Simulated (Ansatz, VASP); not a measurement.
# Two plane-wave programs on SnO

```
CELL_PARAMETERS angstrom
3.86388 0.00000 0.00000
0.00000 3.86388 0.00000
0.00000 0.00000 4.95122
ATOMIC_POSITIONS crystal
Sn 0.50000 0.00000 0.76463
Sn 0.00000 0.50000 0.23537
O 0.00000 0.00000 0.00000
O 0.50000 0.50000 0.00000
```

Alike in both runs: task single point; functional revPBE; k mesh 7 × 7 × 6; occupations fermi-dirac, width 0.05 eV; no spin polarisation.

|  | VASP | Ansatz |
| --- | --- | --- |
| version | VASP 6.6.1 | Ansatz 0.2.0 |
| potentials or method | VASP PAW PBE potentials, release 64 (Sn_d, O) | Ansatz PAW |
| plane-wave cutoff (eV) | 520 | 420 |
| valence electrons in the cell | 40 | 40 |

```tsv
	VASP	Ansatz	Ansatz less VASP
gap on the k mesh at the Fermi level (eV)	0.52	0.51	-0.010
least direct gap on the mesh (eV)	2.01	2.04	+0.030
pressure (GPa)	2.0	1.8	-0.20
traceless stress, the component that is largest in VASP (GPa)	-0.23	-0.26	-0.027
rms of the force components (eV/Å)	0.023	0.010	-0.0131
```

VASP's potentials were made for PBE, not for revPBE. Atom by atom the forces differ by 0.032 eV/Å (rms over components).

Noted on Ansatz's run: odd divisions of the mesh miss points on the zone boundary, where band edges often lie, so the gap on the mesh can be too wide.
